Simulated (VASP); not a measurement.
Wanted: the native input for a VASP 6.6.1 run.

* Task: single point
* Functional: LDA
* Potentials or basis: VASP PAW LDA potentials, release 64 (Si, Ge_d)
* Cutoff: 520 eV
* k mesh: 12 × 12 × 6
* Occupations: gaussian, width 0.03 eV
* Spin: no spin polarisation
* Dipole correction: no
* Further INCAR settings: ALGO = Normal; EDIFF = 1e-06; NBANDS = 26

The structure of SiGe lies in POSCAR:

```
SiGe
1.0
    3.9886300431      0.0000000000      0.0000000000
   -1.9943150216      3.4542549436      0.0000000000
    0.0000000000      0.0000000000      6.0184438721
Si Ge
2 2
Direct
    0.6666666667      0.3333333333      0.8745031008
    0.3333333333      0.6666666667      0.3745031008
    0.6666666667      0.3333333333      0.5004958992
    0.3333333333      0.6666666667      0.0004958992
```

This cell differs from its parent crystal: volume 20.730 Å^3 an atom, c/a of the conventional cell 1.5089.

One way to write it, as run:

INCAR

```
SYSTEM = SiGe
ALGO = Normal ; EDIFF = 1E-6
ENCUT = 520 ; GGA = CA
ISIF = 2 ; ISMEAR = 0
LASPH = .TRUE. ; LCHARG = .FALSE.
LREAL = .FALSE. ; LWAVE = .FALSE.
NBANDS = 26 ; NELM = 80
PREC = Accurate ; SIGMA = 0.03
```

KPOINTS

```
k-points
0
G
  12 12 6
  0 0 0
```

Potentials or basis: VASP PAW LDA potentials, release 64 (Si, Ge_d).

Launch:

```sh
$ cat potpaw_LDA.64/Si/POTCAR potpaw_LDA.64/Ge_d/POTCAR > POTCAR
$ mpirun -np 1 vasp_std > vasp.out
```

Results of the run:

- Pressure: 1.4 GPa
- Largest force: 1.249 eV/Å
- Band gap on the k mesh: zero (band 18 reaches 5.78 eV, above the bottom of band 19 at 5.49 eV)

Caveat: forces of over 1 eV/Å act on the atoms, so gaps and moduli don't describe the material at rest.

Run time: 110 s on 1 thread of AMD EPYC 7R43 64-Core Processor (Zen 3), with other jobs on the host, peak memory 0.22 GiB.
